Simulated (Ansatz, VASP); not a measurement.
AlB2P3 in VASP and in Ansatz

```
CELL_PARAMETERS angstrom
-1.69780 1.69780 7.54013
1.69780 -1.69780 7.54013
1.69780 1.69780 -7.54013
ATOMIC_POSITIONS crystal
Al 0.50000 0.50000 0.00000
B 0.82360 0.82360 0.00000
B 0.17640 0.17640 0.00000
P 0.39621 0.89621 0.50000
P 0.10379 0.60379 0.50000
P 0.75000 0.25000 0.50000
```

Alike in both runs: task relaxation of cell and atoms; functional PBE; k mesh 12 × 12 × 12; occupations gaussian, width 0.02 eV; no spin polarisation.

|  | VASP | Ansatz |
| --- | --- | --- |
| version | VASP 6.6.1 | Ansatz 0.2.0 |
| potentials or method | VASP PAW PBE potentials, release 64 (Al, B, P), cutoff 600 eV | scalar-relativistic, plane waves, PAW |
| valence electrons in the cell | 24 | 24 |

|  | VASP | Ansatz | Ansatz less VASP |
| --- | --- | --- | --- |
| gap on the k mesh at the Fermi level, each at its own relaxed structure (eV) | 0.62 | 0.63 | +0.006 |
| relaxed volume (Å³/atom) | 14.47 | 14.49 | +0.020 |
| relaxed length of the cell vector where the two differ most in proportion (Å) | 7.911 | 7.916 | +0.0054 |
